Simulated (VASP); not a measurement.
Write the native input for VASP 6.6.1 that does the following.

```
Task                   : relaxation of cell and atoms
Functional             : revPBE
Dispersion             : D3(BJ)
Potentials or basis    : VASP PAW PBE potentials, release 64 (Te, Cd)
Cutoff                 : 600 eV
k mesh                 : 7 × 7 × 7
Occupations            : fermi-dirac, width 0.05 eV
Spin                   : no spin polarisation
Dipole correction      : no
Further INCAR settings : ALGO = Normal; EDIFF = 1e-07; IBRION = 2; EDIFFG = -0.02; NSW = 80; ISIF = 3
```

The structure of CdTe lies in POSCAR:

```
CdTe
1.0
    0.0000000000      3.2050000000      3.2050000000
    3.2050000000      0.0000000000      3.2050000000
    3.2050000000      3.2050000000      0.0000000000
Te Cd
1 1
Direct
    0.7500000000      0.7500000000      0.7500000000
    0.0000000000      0.0000000000      0.0000000000
```

One way to write it, as run:

INCAR

```
SYSTEM = CdTe
PREC     = Accurate       ! precision mode
ENCUT    = 600            ! plane-wave cutoff, eV
EDIFF    = 1E-7           ! SCF threshold, eV
ISMEAR   = -1             ! smearing method
SIGMA    = 0.05           ! smearing width, eV
LREAL    = .FALSE.        ! projectors in reciprocal space
LASPH    = .TRUE.         ! aspherical terms in the spheres
NELM     = 100            ! most SCF steps
ALGO     = Normal         ! electronic algorithm
ISIF     = 3              ! what is computed and relaxed
LWAVE    = .FALSE.        ! write WAVECAR
LCHARG   = .FALSE.        ! write CHGCAR
GGA      = RE             ! functional
IVDW     = 12             ! dispersion correction
IBRION   = 2              ! ionic algorithm
NSW      = 80             ! ionic steps
EDIFFG   = -0.02          ! ionic threshold
```

KPOINTS

```
regular mesh
0
G
  7 7 7
  0 0 0
```

Potentials or basis: VASP PAW PBE potentials, release 64 (Te, Cd).

Launch:

```sh
$ cat potpaw_PBE.64/Te/POTCAR potpaw_PBE.64/Cd/POTCAR > POTCAR
$ mpirun -np 1 vasp_std > vasp.out
```

Results of the run:

| Quantity | Value |
| --- | --- |
| Relaxed volume | 34.21 Å³/atom |
| Relaxed cell | a = 4.591 Å, b = 4.591 Å, c = 4.591 Å, α = 60.00°, β = 60.00°, γ = 60.00° |
| Space group after relaxing (to 0.1 Å) | F-43m (No. 216) |
| Energy gained by relaxing | 6.6 meV/atom |
| Ionic steps | 3 |
| Pressure after relaxing | 0.0 GPa |
| Band gap on the k mesh | 0.87 eV |
| Dispersion energy per atom | -0.644 eV |

Caveat: the PAW data sets were made with another functional, which shifts forces and pressure a little; spin-orbit coupling is left out, which moves the levels of the heavy elements.

It took 54 s on 1 thread of Intel(R) Xeon(R) Platinum 8259CL CPU @ 2.50GHz (Skylake/Cascade Lake) (shared host), peak memory 0.23 GiB.
